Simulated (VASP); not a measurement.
A run of VASP 6.6.1:

File INCAR:

```
PREC     = Accurate       # precision mode
ENCUT    = 600            # plane-wave cutoff, eV
EDIFF    = 1E-6           # SCF threshold, eV
ISMEAR   = 0              # smearing method
SIGMA    = 0.02           # smearing width, eV
LREAL    = False          # projectors in reciprocal space
LASPH    = True           # aspherical terms in the spheres
NELM     = 80             # most SCF steps
ALGO     = Normal         # electronic algorithm
ISIF     = 3              # what is computed and relaxed
LWAVE    = False          # write WAVECAR
LCHARG   = False          # write CHGCAR
GGA      = PE             # functional
IBRION   = 2              # ionic algorithm
NSW      = 100            # ionic steps
EDIFFG   = -0.01          # ionic threshold
```

KPOINTS

```
regular mesh
0
Gamma
  12 12 2
```

File POSCAR:

```
WSe2
1.0
    3.3179376400      0.0000000000      0.0000000000
   -1.6589688200      2.8734182900      0.0000000000
    0.0000000000      0.0000000000     16.6581420900
W Se
1 2
Direct
    0.0000000000      0.0000000000      0.0000000000
    0.3333333300      0.6666666700      0.0997865200
    0.3333333300      0.6666666700      0.9002134800
```

Potentials or basis: VASP PAW PBE potentials, release 64 (W_sv, Se).

The run is started by

```sh
$ cat potpaw_PBE.64/W_sv/POTCAR potpaw_PBE.64/Se/POTCAR > POTCAR
$ mpirun -np 1 vasp_std > vasp.out
```

Hardware: 1 thread of Intel(R) Xeon(R) 6975P-C (Granite Rapids) (shared host).

Problem. How long does it take, and how much memory?

Solution. It took 4.6 min on 1 thread of Intel(R) Xeon(R) 6975P-C (Granite Rapids) (shared host), peak memory 0.42 GiB. Counts: scf iterations 59, k points 38, ion steps 5.
